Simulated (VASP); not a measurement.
Set up this calculation in VASP 6.6.1, as the native input.

| Item | Value |
| --- | --- |
| Task | relaxation of cell and atoms |
| Functional | PBE |
| Potentials or basis | VASP PAW PBE potentials, release 64 (Ga_d, As) |
| Cutoff | 600 eV |
| k mesh | 12 × 12 × 12 |
| Occupations | gaussian, width 0.02 eV |
| Spin | no spin polarisation |
| Dipole correction | no |
| Further INCAR settings | ALGO = Normal; EDIFF = 1e-06; IBRION = 2; EDIFFG = -0.001; NSW = 80; ISIF = 3 |

The structure of GaAs lies in POSCAR:

```
GaAs
1.0
    0.0000000000      2.8726922662      2.8726922662
    2.8726922662      0.0000000000      2.8726922662
    2.8726922662      2.8726922662      0.0000000000
Ga As
1 1
Direct
    0.0000000000      0.0000000000      0.0000000000
    0.7500000000      0.7500000000      0.7500000000
```

The input as run:

INCAR

```
ALGO = Normal ; EDIFF = 1E-6
EDIFFG = -0.001 ; ENCUT = 600
GGA = PE ; IBRION = 2
ISIF = 3 ; ISMEAR = 0
LASPH = True ; LCHARG = False
LREAL = False ; LWAVE = False
NELM = 100 ; NSW = 80
PREC = Accurate ; SIGMA = 0.02
```

KPOINTS

```
k-points
0
Gamma
  12 12 12
```

Potentials or basis: VASP PAW PBE potentials, release 64 (Ga_d, As).

Run with:

```sh
$ cat potpaw_PBE.64/Ga_d/POTCAR potpaw_PBE.64/As/POTCAR > POTCAR
$ mpirun -np 1 vasp_std > vasp.out
```

Results of the run:

```yaml
Relaxed_volume: 23.77 Å³/atom
Relaxed_cell: a = 4.066 Å, b = 4.066 Å, c = 4.066 Å, α = 60.00°, β = 60.00°, γ = 60.00°
Space_group_after_relaxing_to_0.05_Å: F-43m (No. 216)
Energy_gained_by_relaxing: 0.0 meV/atom
Ionic_steps: 7
Pressure_after_relaxing: 0.0 GPa
Band_gap_on_the_k_mesh: 0.14 eV, direct
```

Wall time 96 s on 1 thread of AMD EPYC 7R43 64-Core Processor (Zen 3), with other jobs on the host, peak memory 0.19 GiB.
